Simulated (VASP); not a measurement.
# PtSe2 (P-3m1) in VASP: a series of runs

The runs below take PtSe2 through relaxation of cell and atoms, single point, with PBEsol.

Program: VASP 6.6.1. These are calculated values, not measurements. Logs are shortened: lines on timing, memory, paths and dates and some standing lists are left out, and cuts for length are marked.

### 1 The cell of the first run

The structure is trigonal, space group P-3m1 (No. 164). The conventional cell has a = 3.724 Å, b = 3.724 Å, c = 5.062 Å, α = 90.00°, β = 90.00°, γ = 120.00°. Within 3.3 Å of Pt (site symmetry -3m) lie 6 Se at 2.49 Å. Within 3.3 Å of Se (site symmetry 3m) lie 3 Pt at 2.49 Å.

### 2 Relaxation of cell and atoms, PBEsol

The input, INCAR:

```
PREC = Accurate
ENCUT = 600
EDIFF = 1E-7
ISMEAR = 0
SIGMA = 0.1
LREAL = F
LASPH = T
NELM = 100
ALGO = Normal
ISIF = 3
LWAVE = F
LCHARG = F
GGA = PS
IBRION = 2
NSW = 100
EDIFFG = -0.005
```

The input, KPOINTS:

```
regular mesh
0
Gamma
  15 15 8
```

The input, POSCAR:

```
PtSe2
1.0
    3.7240002924      0.0000000000      0.0000000000
   -1.8620001462      3.2250788569      0.0000000000
    0.0000000000      0.0000000000      5.0619995757
Pt Se
1 2
Direct
    0.0000000000      0.0000000000      0.0000000000
    0.3333333333      0.6666666667      0.2500000000
    0.6666666667      0.3333333333      0.7500000000
```

Potentials or basis: VASP PAW PBE potentials, release 64 (Pt, Se).

Run with:

```console
> cat potpaw_PBE.64/Pt/POTCAR potpaw_PBE.64/Se/POTCAR > POTCAR
> mpirun -np 1 vasp_std > vasp.out
```

OUTCAR:

```text
PREC = Accurate
   ENCUT = 600
   EDIFF = 1E-7
   ISMEAR = 0
   LREAL = F
   LASPH = T
   NELM = 100
   ISIF = 3
   GGA = PS
   IBRION = 2
   NSW = 100
   EDIFFG = -0.005

 ion  position               nearest neighbor table
   1  0.000  0.000  0.000-   2 2.49   3 2.49   2 2.49   3 2.49   3 2.49   2 2.49
   2  0.333  0.667  0.250-   1 2.49   1 2.49   1 2.49
   3  0.667  0.333  0.750-   1 2.49   1 2.49   1 2.49

  LATTYP: Found a hexagonal cell.
 ALAT       =     3.7240002924
 C/A-ratio  =     1.3592908642

  Lattice vectors:

 A1 = (   3.7240002924,   0.0000000000,   0.0000000000)
 A2 = (  -1.8620001462,   3.2250788569,   0.0000000000)
 A3 = (   0.0000000000,   0.0000000000,   5.0619995757)

Analysis of symmetry for initial positions (statically):
=====================================================================
 Subroutine PRICEL returns:
 Original cell was already a primitive cell.

 Routine SETGRP: Setting up the symmetry group for a
 hexagonal supercell.

 Subroutine GETGRP returns: Found 12 space group operations
 (whereof 12 operations were pure point group operations)
 out of a pool of 24 trial point group operations.

The static configuration has the point symmetry D_3d.

Analysis of symmetry for dynamics (positions and initial velocities):
=====================================================================
 Subroutine PRICEL returns:
 Original cell was already a primitive cell.

 Routine SETGRP: Setting up the symmetry group for a
 hexagonal supercell.

 Subroutine GETGRP returns: Found 12 space group operations
 (whereof 12 operations were pure point group operations)
 out of a pool of 24 trial point group operations.

The dynamic configuration has the point symmetry D_3d.

 Subroutine INISYM returns: Found 12 space group operations
 (whereof 12 operations are pure point group operations),
 and found     1 'primitive' translations

----------------------------------------------------------------------------------------

                                     Primitive cell

  volume of cell :      60.7956

  direct lattice vectors                    reciprocal lattice vectors
     3.724000292  0.000000000  0.000000000     0.268528443  0.155034969  0.000000000
    -1.862000146  3.225078857  0.000000000     0.000000000  0.310069938  0.000000000
     0.000000000  0.000000000  5.061999576     0.000000000  0.000000000  0.197550392

  length of vectors
     3.724000292  3.724000292  5.061999576     0.310069938  0.310069938  0.197550392

  position of ions in fractional coordinates (direct lattice)
     0.000000000  0.000000000  0.000000000
     0.333333333  0.666666667  0.250000000
     0.666666667  0.333333333  0.750000000

  ion indices of the primitive-cell ions
   primitive index   ion index
                 1           1
                 2           2
                 3           3

----------------------------------------------------------------------------------------

 KPOINTS: regular mesh

Automatic generation of k-mesh.
 Grid dimensions read from file:
 generate k-points for:   15   15    8

 Generating k-lattice:

  Cartesian coordinates                     Fractional coordinates (reciprocal lattice)
     0.017901896  0.010335665  0.000000000     0.066666667 -0.000000000  0.000000000
     0.000000000  0.020671329  0.000000000     0.000000000  0.066666667  0.000000000
     0.000000000  0.000000000  0.024693799     0.000000000  0.000000000  0.125000000

  Length of vectors
     0.020671329  0.020671329  0.024693799

  Shift w.r.t. Gamma in fractional coordinates (k-lattice)
     0.000000000  0.000000000  0.000000000

 Subroutine IBZKPT returns following result:
 ===========================================

 Found    192 irreducible k-points:

 Following reciprocal coordinates:
            Coordinates               Weight
  0.000000  0.000000  0.000000      1.000000
  0.066667 -0.000000  0.000000      6.000000
  0.133333  0.000000  0.000000      6.000000
  0.200000  0.000000  0.000000      6.000000
  0.266667  0.000000  0.000000      6.000000
  0.333333 -0.000000  0.000000      6.000000
[... 16 lines left out ...]
  0.333333  0.200000  0.000000     12.000000
  0.400000  0.200000  0.000000      6.000000
 [... further k-points ...]
   k-points           NKPTS =    192   k-points in BZ     NKDIM =    192   number of bands    NBANDS=     15
   number of dos      NEDOS =    301   number of ions     NIONS =      3
   total plane-waves  NPLWV =  36000
   dimension x,y,z NGX =    30 NGY =   30 NGZ =   40
   dimension x,y,z NGXF=    60 NGYF=   60 NGZF=   80
   ions per type =               1   2
   NGX,Y,Z   is equivalent  to a cutoff of  13.39, 13.39, 13.14 a.u.
   NGXF,Y,Z  is equivalent  to a cutoff of  26.79, 26.79, 26.27 a.u.
 SYSTEM =  unknown system
   PREC   = accura    normal or accurate (medium, high low for compatibility)
   ISTART =      0    job   : 0-new  1-cont  2-samecut
   ICHARG =      2    charge: 1-file 2-atom 10-const
   ISPIN  =      1    spin polarized calculation?
   LNONCOLLINEAR =      F non collinear calculations
   LSORBIT =      F    spin-orbit coupling
   LASPH  =      T    aspherical Exc in radial PAW
   ENCUT  =  600.0 eV  44.10 Ry    6.64 a.u.   7.44  7.44 10.11*2*pi/ulx,y,z
   NELM   =    100;   NELMIN=  2; NELMDL= -5     # of ELM steps
   EDIFF  = 0.1E-06   stopping-criterion for ELM
   LREAL  =      F    real-space projection
   EDIFFG = -.5E-02   stopping-criterion for IOM
   NSW    =    100    number of steps for IOM
   IBRION =      2    ionic relax: 0-MD 1-quasi-New 2-CG
   NFREE  =      1    steps in history (QN), initial steepest desc. (CG)
   ISIF   =      3    stress and relaxation
   ISYM   =      2    0-nonsym 1-usesym 2-fastsym
   POTIM  = 0.5000    time-step for ionic-motion
   TEBEG  =    0.0;   TEEND  =   0.0 temperature during run
   PSTRESS=    0.0 pullay stress
   NELECT =      22.0000    total number of electrons
   NUPDOWN=      -1.0000    fix difference up-down
   EMIN   =  10.00;   EMAX   =-10.00  energy-range for DOS
   EFERMI =   0.00;   METHOD = LEGACY
   ISMEAR =     0;   SIGMA  =   0.10  broadening in eV -4-tet -1-fermi 0-gaus
   EFERMI_NEDOS =   21; number of points for ismear=-14 and -15
   IALGO  =     38    algorithm
   IMIX   =      4    mixing-type and parameters
     AMIX     =   0.40;   BMIX     =  1.00
     AMIX_MAG =   1.60;   BMIX_MAG =  1.00
  volume/ion in A,a.u.               =      20.27       136.76
  Fermi-wavevector in a.u.,A,eV,Ry     =   1.166608  2.204570 18.517183  1.360975
  Thomas-Fermi vector in A             =   2.303119
   LORBIT       =      0    0 simple, 1 ext, 2 COOP (PROOUT), +10 PAW based schemes
   GGA     = PS    functional components
   LHFCALC =     F    Hartree Fock is set to
   AEXX    =    0.0000 exact exchange contribution
   IVDW    =     0    specifies the selected vdW correction
   LEPSILON=     F    determine dielectric tensor
   LRPA    =     F    only Hartree local field effects (RPA)
 conjugate gradient relaxation of ions
 non-spin polarized calculation
 Gauss-broadening in eV      SIGMA  =   0.10
  energy-cutoff  :      600.00
  volume of cell :       60.80
 maximum number of plane-waves:      2051
 NGX is ok and might be reduce to    30
   NGX = 15   NGY = 15   NGZ = 21

--------------------------------------- Ionic step        1  -------------------------------------------

 number of electron      22.0000000 magnetization

 Free energy of the ion-electron system (eV)
  ---------------------------------------------------
  ext. energy  EPLUGINS =         0.00000000
  ---------------------------------------------------
  free energy    TOTEN  =       -15.88768624 eV

  energy without entropy =      -15.88446430  energy(sigma->0) =      -15.88607527

------------------------ aborting loop because EDIFF is reached ----------------------------------------

  FORCE on cell =-STRESS in cart. coord.  units (eV):
  Direction    XX          YY          ZZ          XY          YZ          ZX
  --------------------------------------------------------------------------------------
  -------------------------------------------------------------------------------------
  Total        1.0455094      1.0455094      0.4548451      0.0000000      0.0000000      0.0000000
  in kB       27.5528401     27.5528401     11.9867651      0.0000000      0.0000000      0.0000000
  external PRESSURE =      22.3641485 kB  Pullay stress =       0.0000000 kB
[... 92 lines left out ...]
  FREE ENERGIE OF THE ION-ELECTRON SYSTEM (eV)
  ---------------------------------------------------
  free  energy   TOTEN  =       -15.8965579681 eV

  energy  without entropy=      -15.8932140672  energy(sigma->0) =      -15.89488602

[... ionic steps 4 to 13 ...]

--------------------------------------- Ionic step       14  -------------------------------------------

 number of electron      22.0000003 magnetization

------------------------ aborting loop because EDIFF is reached ----------------------------------------
[... 69 lines left out ...]
--------------------------------------- Ionic step       16  -------------------------------------------

 number of electron      22.0000003 magnetization

 Free energy of the ion-electron system (eV)
  ---------------------------------------------------
  ext. energy  EPLUGINS =         0.00000000
  ---------------------------------------------------
  free energy    TOTEN  =       -15.90807714 eV

  energy without entropy =      -15.90462475  energy(sigma->0) =      -15.90635095

 E-fermi :   6.5588     XC(G=0): -10.9657

 val. band max:        6.5568281747   @ k =  -0.2000  -0.4667   0.1250
 cond. band min:       6.5777391141   @ k =   0.3333   0.2667   0.0000
 fundamental gap:      0.0209109394
 Fermi energy:         6.5587877711

 k-point     1 :       0.0000    0.0000    0.0000
  band No.  band energies     occupation
      1      -9.1454      2.00000
      2      -6.0596      2.00000
      3      -0.6075      2.00000
      4       0.2328      2.00000
      5       0.2328      2.00000
      6       2.7172      2.00000
      7       2.7172      2.00000
      8       4.0958      2.00000
      9       5.5504      2.00000
     10       5.5504      2.00000
     11       7.3212      0.00000
     12       7.7504      0.00000
     13       7.7504      0.00000
     14       9.8311      0.00000
[... 401 lines left out ...]
      2      -7.0327      2.00000
      3      -0.4742      2.00000
      4       0.6354      2.00000
      5       1.0801      2.00000
      6       1.6804      2.00000
      7       2.1739      2.00000
      8       3.0794      2.00000
      9       3.6832      2.00000
     10       4.0029      2.00000
     11       5.0747      2.00000
     12       6.6879      0.06783
     13       7.4089      0.00000
     14      10.7362      0.00000
     15      13.3011      0.00000

 [... further k-points ...]
[... 5 lines left out ...]
  --------------------------------------------------------------------------------------
  -------------------------------------------------------------------------------------
  Total       -0.0116533     -0.0116533      0.0010926      0.0000000      0.0000000     -0.0000000
  in kB       -0.3137576     -0.3137576      0.0294188      0.0000000      0.0000000     -0.0000000
  external PRESSURE =      -0.1993655 kB  Pullay stress =       0.0000000 kB
[... 18 lines left out ...]
  FREE ENERGIE OF THE ION-ELECTRON SYSTEM (eV)
  ---------------------------------------------------
  free  energy   TOTEN  =       -15.9080771402 eV

  energy  without entropy=      -15.9046247523  energy(sigma->0) =      -15.90635095

 reached required accuracy - stopping structural energy minimisation
```

Run time: 34 min. Hardware: 1 thread of AMD EPYC 7R43 (Zen 3), shared host; peak memory 0.35 GiB.

Results:

| Quantity | Value |
| --- | --- |
| Free energy | -15.9081 eV |
| Relaxed volume | 19.84 Å³/atom |
| Relaxed cell | a = 3.761 Å, b = 3.761 Å, c = 4.856 Å, α = 90.00°, β = 90.00°, γ = 120.00° |
| Space group after relaxing (to 0.05 Å) | P-3m1 (No. 164) |
| Energy gained by relaxing | 6.8 meV/atom |
| Ionic steps | 16 |
| Pressure after relaxing | 0.0 GPa |
| Largest force after relaxing | 0.004 eV/Å |
| Band gap on the k mesh | zero (band 11 reaches 7.32 eV, above the bottom of band 12 at 6.48 eV) |

Forces on the atoms (eV/Å):
```
Pt   0.000  0.000  0.000
Se   0.000  0.000 -0.004
Se   0.000  0.000  0.004
```

The path:
```
step  energy change (eV)  largest force (eV/Å)  pressure (GPa)  volume (Å³)
   1              0.0000                0.3214            2.24        60.80
   2              0.0151                0.3004           -3.99        63.32
   3             -0.0089                0.0738           -0.27        61.73
   4             -0.0104                0.0744           -0.26        61.55
   5             -0.0145                0.0751           -0.22        61.02
   6             -0.0196                0.0644           -0.01        59.96
   7             -0.0199                0.0522            0.11        59.46
   8             -0.0200                0.0561            0.08        59.59
   9             -0.0195                0.0929           -0.69        59.66
  10             -0.0203                0.0011           -0.21        59.62
  11             -0.0197                0.0038            0.52        59.17
  12             -0.0204                0.0003            0.02        59.48
  13             -0.0204                0.0003            0.02        59.48
  14             -0.0204                0.0005           -0.10        59.55
  15             -0.0204                0.0004            0.01        59.49
  16             -0.0204                0.0035           -0.02        59.51
```

Final structure:
```
Pt Se
1.0
     3.76146    0.00000    0.00000
    -1.88073    3.25752    0.00000
     0.00000    0.00000    4.85650
Pt Se
1 2
Direct
  0.00000 0.00000 0.00000
  0.33333 0.66667 0.26129
  0.66667 0.33333 0.73871
```

Caveat: the PAW data sets were made with another functional, which shifts forces and pressure a little; spin-orbit coupling is left out, which moves the levels of the heavy elements.

### 3 Single point, PBEsol, non-collinear spin, zero start, spin-orbit coupling

This run uses another cell than the first one, of 19.85 Å³/atom, 0.980 times its volume.

The input, INCAR:

```
SYSTEM = PtSe2
ALGO     = Normal         ! electronic algorithm
EDIFF    = 1E-7           ! SCF threshold, eV
ENCUT    = 520            ! plane-wave cutoff, eV
GGA      = PS             ! functional
GGA_COMPAT= .False.      
ISIF     = 2              ! what is computed and relaxed
ISMEAR   = 0              ! smearing method
LASPH    = .True.         ! aspherical terms in the spheres
LCHARG   = .True.         ! write CHGCAR
LMAXMIX  = 4              ! l up to which the mixer works
LNONCOLLINEAR= .True.         ! non-collinear magnetism
LORBIT   = 11             ! projections on sites
LORBMOM  = .True.       
LREAL    = .False.        ! projectors in reciprocal space
LSORBIT  = .True.         ! spin-orbit coupling
LVHAR    = .True.       
LWAVE    = .False.        ! write WAVECAR
MAGMOM   = 0 0 0 0 0 0 0 0 0 ! initial moments
NBANDS   = 35             ! bands
NELM     = 150            ! most SCF steps
PREC     = Accurate       ! precision mode
SIGMA    = 0.1            ! smearing width, eV
```

The input, KPOINTS:

```
k-points
0
Gamma
  9 9 7
  0 0 0
```

The input, POSCAR:

```
PtSe2
1.0
    3.7603063705      0.0000000000      0.0000000000
   -1.8801531853      3.2565208429      0.0000000000
    0.0000000000      0.0000000000      4.8632412210
Pt Se
1 2
Direct
    0.0000000000      0.0000000000      0.0000000000
    0.3333333333      0.6666666667      0.2607783429
    0.6666666667      0.3333333333      0.7392216571
```

Potentials or basis: VASP PAW PBE potentials, release 64 (Pt, Se).

Run with:

```console
> cat potpaw_PBE.64/Pt/POTCAR potpaw_PBE.64/Se/POTCAR > POTCAR
> mpirun -np 1 vasp_ncl > vasp.out
```

Wall time 5.3 min (1 thread of AMD EPYC 7R43 (Zen 3), shared host); peak memory 0.38 GiB.

Results (log left out):

```
Free energy                                           : -16.3041 eV
Pressure                                              : 0.2 GPa
Largest force                                         : 0.030 eV/Å
Net moment                                            : 0.00 μB per cell
Valence electrons inside the program's atomic spheres : Pt 9.39; Se 3.77
```

Forces on the atoms (eV/Å):
```
Pt   0.000  0.000  0.000
Se   0.000  0.000  0.030
Se   0.000  0.000 -0.030
```

Stress tensor (GPa, compression positive):
```
0.19 0.00 0.00
0.00 0.19 0.00
0.00 0.00 0.34
```

Moments on the atoms (μB; x, y, z):
```
Pt  0.00 0.00 0.00
Se  0.00 0.00 0.00
Se  0.00 0.00 0.00
```

Caveat: the PAW data sets were made with another functional, which shifts forces and pressure a little.
